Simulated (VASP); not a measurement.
Here is a VASP 6.6.1 calculation.

File POSCAR:

```
InPd
1.0
    3.2718847800      0.0000000000      0.0000000000
    0.0000000000      3.2718847800      0.0000000000
    0.0000000000      0.0000000000      3.2718847800
In Pd
1 1
Direct
    0.0000000000      0.0000000000      0.0000000000
    0.5441145019      0.5441145019      0.5441145019
```

INCAR.step1

```
SYSTEM = InPd
PREC = Accurate
ENCUT = 520
ISMEAR = 0
SIGMA = 0.15
LREAL = .FALSE.
LASPH = .TRUE.
NELM = 100
NBANDS = 18
GGA = PE
ALGO = Normal
EDIFF = 1E-4
LWAVE = .TRUE.
LCHARG = .FALSE.
```

INCAR.step2

```
SYSTEM = InPd
PREC = Accurate
ENCUT = 520
EDIFF = 1E-6
ISMEAR = 0
SIGMA = 0.15
LREAL = .FALSE.
LASPH = .TRUE.
NELM = 100
ALGO = Normal
ISIF = 2
LWAVE = .FALSE.
LCHARG = .FALSE.
METAGGA = R2SCAN
LMIXTAU = .TRUE.
NBANDS = 18
ISTART = 1
```

KPOINTS

```
Automatic mesh
0
G
  14 14 14
  0 0 0
```

Potentials or basis: VASP PAW PBE potentials, release 64 (In_d, Pd).

The run is started by

```sh
$ cat potpaw_PBE.64/In_d/POTCAR potpaw_PBE.64/Pd/POTCAR > POTCAR
$ cp INCAR.step1 INCAR
$ mpirun -np 1 vasp_std > vasp.out
$ cp INCAR.step2 INCAR
$ mpirun -np 1 vasp_std > vasp.out
```

Question: Predict the largest force.

Answer: 1.232 eV/Å.

Question: What does it give for the pressure?

Answer: 3.3 GPa.

Stress tensor (GPa, compression positive):
```
3.26 2.25 2.25
2.25 3.26 2.25
2.25 2.25 3.26
```

Caveat: the cell differs from its parent crystal (all Pd atoms moved -0.250 Å, as atom 2 towards its neighbour atom 1 (In) at 2.834 Å); the PAW data sets were made with another functional, which shifts forces and pressure a little.
